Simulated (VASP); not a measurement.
Input of a VASP 6.6.1 run:

INCAR

```
SYSTEM = Ta4S
PREC = Accurate
ENCUT = 520
EDIFF = 1E-7
ISMEAR = 0
SIGMA = 0.1
LREAL = .FALSE.
LASPH = .TRUE.
NELM = 80
ALGO = Normal
ISIF = 2
LWAVE = .FALSE.
LCHARG = .TRUE.
LDIPOL = .TRUE.
IDIPOL = 3
DIPOL = 0.5 0.5 0.364
GGA = CA
LELF = .TRUE.
LVHAR = .TRUE.
LVACPOTAV = .TRUE.
NBANDS = 33
```

KPOINTS

```
regular mesh
0
G
  8 8 1
  0 0 0
```

POSCAR

```
Ta4S
1.0
    3.2528501163      0.0000000000      0.0000000000
    0.0000000000      3.2528501163      0.0000000000
    0.0000000000      0.0000000000     20.2133955625
Ta S
4 1
Direct
    0.5000000000      0.5000000000      0.1978885728
    0.0000000000      0.0000000000      0.2783513062
    0.5000000000      0.5000000000      0.3580225063
   -0.2170707363     -0.2170707363      0.4674482821
    0.2500000000      0.2500000000      0.5159986399
```

Potentials or basis: VASP PAW LDA potentials, release 64 (Ta_pv, S).

Launch:

```console
$ cat potpaw_LDA.64/Ta_pv/POTCAR potpaw_LDA.64/S/POTCAR > POTCAR
$ mpirun -np 1 vasp_std > vasp.out
```

Q: Predict the band gap on the k mesh.

A: Zero (band 25 reaches 0.46 eV, above the bottom of band 26 at 0.04 eV).

Q: Predict the largest force.

A: 1.965 eV/Å.

Forces on the atoms (eV/Å):
```
Ta   0.154  0.154  1.826
Ta  -0.067 -0.067 -1.222
Ta  -1.314 -1.314 -0.638
Ta  -0.006 -0.006 -0.001
S    1.232  1.232  0.034
```

Caveat: spin-orbit coupling is left out, which moves the levels of the heavy elements.
